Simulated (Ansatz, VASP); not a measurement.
## Cd: VASP beside Ansatz

Contents of INCAR:

```
ALGO     = Normal         # electronic algorithm
EDIFF    = 1E-7           # SCF threshold, eV
ENCUT    = 520            # plane-wave cutoff, eV
GGA      = PE             # functional
ISIF     = 2              # what is computed and relaxed
ISMEAR   = -1             # smearing method
LASPH    = True           # aspherical terms in the spheres
LCHARG   = False          # write CHGCAR
LREAL    = False          # projectors in reciprocal space
LWAVE    = False          # write WAVECAR
NBANDS   = 19             # bands
NELM     = 100            # most SCF steps
PREC     = Accurate       # precision mode
SIGMA    = 0.05           # smearing width, eV
```

File KPOINTS:

```
k-points
0
Gamma
  16 16 7
```

File POSCAR:

```
Cd
1.0
    3.0014685778      0.0000000000      0.0000000000
   -1.5007342888      2.5993480370      0.0000000000
    0.0000000000      0.0000000000      5.5333852500
Cd
2
Direct
    0.3333333333      0.6666666667      0.2500000000
    0.6666666667      0.3333333333      0.7500000000
```

Input for Ansatz:

```yaml
crystal:
  lattice:
    - [3.0014685778, 0.0, 0.0]
    - [-1.5007342888, 2.599348037, 0.0]
    - [0.0, 0.0, 5.53338525]
  atoms:
    - { symbol: Cd, position: [0.3333333333, 0.6666666667, 0.25] }
    - { symbol: Cd, position: [0.6666666667, 0.3333333333, 0.75] }
kpoints:
  mp_grid: { grid: [16, 16, 7] }
scf:
  occupations: { method: fermi_dirac, width: 0.05 }
hamiltonian:
  xc: pbe
  pseudopotentials: { kind: all_electron, lapw: { basis_error: 0.001 } }
output:
  forces: true
  stress: true
  eigenvalues: true
```

Change from the starting cell: z stretched by -1.5 % at fixed volume.

Alike in both runs: task single point; functional PBE; k mesh 16 × 16 × 7; occupations fermi-dirac, width 0.05 eV; no spin polarisation.

```csv
,VASP,Ansatz
version,VASP 6.6.1,Ansatz 0.2.0
potentials or method,"VASP PAW PBE potentials, release 64 (Cd), cutoff 520 eV","all-electron LAPW, scalar-relativistic"
```

```tsv
	VASP	Ansatz	Ansatz less VASP
pressure (GPa)	2.9	2.6	-0.33
traceless stress, the component that is largest in VASP (GPa)	-0.39	-0.25	+0.134
```

Ansatz ran all-electron here, and VASP with PAW potentials.
